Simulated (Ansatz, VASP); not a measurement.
## CoO in VASP and in Ansatz

```
Co O
1.0
     2.85630    0.00000    0.00000
    -1.42815    2.47363    0.00000
     0.00000    0.00000    2.78761
Co O
1 1
Direct
  0.00000 0.00000 0.00000
  0.66667 0.33333 0.50000
```

Alike in both runs: task single point; functional PBE; k mesh 11 × 11 × 10; occupations fermi-dirac, width 0.05 eV; collinear spin.

|  | VASP | Ansatz |
| --- | --- | --- |
| version | VASP 6.6.1 | Ansatz 0.2.0 |
| potentials or method | VASP PAW PBE potentials, release 64 (Co, O) | Ansatz PAW |
| plane-wave cutoff (eV) | 520 | 420 |
| valence electrons in the cell | 15 | 23 |

```tsv
	VASP	Ansatz	Ansatz less VASP
gap on the k mesh at the Fermi level (eV)	none	none	-
pressure (GPa)	-8.0	-7.8	+0.25
traceless stress, the component that is largest in VASP (GPa)	-3.26	-2.91	+0.343
net moment per atom (μB)	1.50	1.50	0.000
size of the moment on the site where the two differ most (μB)	2.56	2.52	-0.039
```

Site moments also hang on the region over which each program counts them. A gap of «none» marks a metal or a gap that the smearing closes. VASP's potentials hold 15 valence electrons a cell and Ansatz's 23, so a difference there can come from the potentials and not from the codes.
